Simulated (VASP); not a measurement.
A run of VASP 6.6.1:

The input INCAR:

```
SYSTEM = Mg12H
PREC = Accurate ; ENCUT = 520
EDIFF = 1E-7 ; ISMEAR = -1
SIGMA = 0.1 ; LREAL = .FALSE.
LASPH = .TRUE. ; NELM = 80
ALGO = Normal ; ISIF = 2
LWAVE = .FALSE. ; LCHARG = .FALSE.
GGA = PE ; IVDW = 12
NBANDS = 24
```

Contents of KPOINTS:

```
regular mesh
0
G
  2 2 2
  0 0 0
```

Contents of POSCAR:

```
Mg12H
1.0
    6.4200000000      0.0000000000      0.0000000000
   -4.8150000000      8.3398250000      0.0000000000
    0.0000000000      0.0000000000      5.2130400000
Mg H
12 1
Direct
   -0.0169111963      0.0613562035      0.0333778371
    0.1995790388      0.2842985314      0.5836325829
   -0.0653526702      0.3620219849      0.0071551340
    0.1968882458      0.6325072768      0.4469752774
   -0.0099088190      0.7008900067     -0.0845380047
    0.1346749760      0.8868771227      0.4416616792
    0.5406261658      0.0660685326      0.0751384988
    0.7036414163      0.2885312342      0.4775332627
    0.4299083431      0.3476451844      0.0840584381
    0.6713495445      0.5772303376      0.4288668416
    0.4886537880      0.6919329842     -0.0373678314
    0.6742826571      0.9226572500      0.5346784218
    0.1336820236      0.5582011613      0.7975384804
```

Potentials or basis: VASP PAW PBE potentials, release 64 (Mg, H).

Run with:

```sh
$ cat potpaw_PBE.64/Mg/POTCAR potpaw_PBE.64/H/POTCAR > POTCAR
$ mpirun -np 1 vasp_std > vasp.out
```

Hardware: 1 thread of Intel(R) Xeon(R) Platinum 8375C CPU @ 2.90GHz (Ice Lake) (shared host).

Task: How long does it take, and how much memory?

Result: Run time: 90 s on 1 thread of Intel(R) Xeon(R) Platinum 8375C CPU @ 2.90GHz (Ice Lake) (shared host), peak memory 0.35 GiB. Counts: scf iterations 15, k points 8.
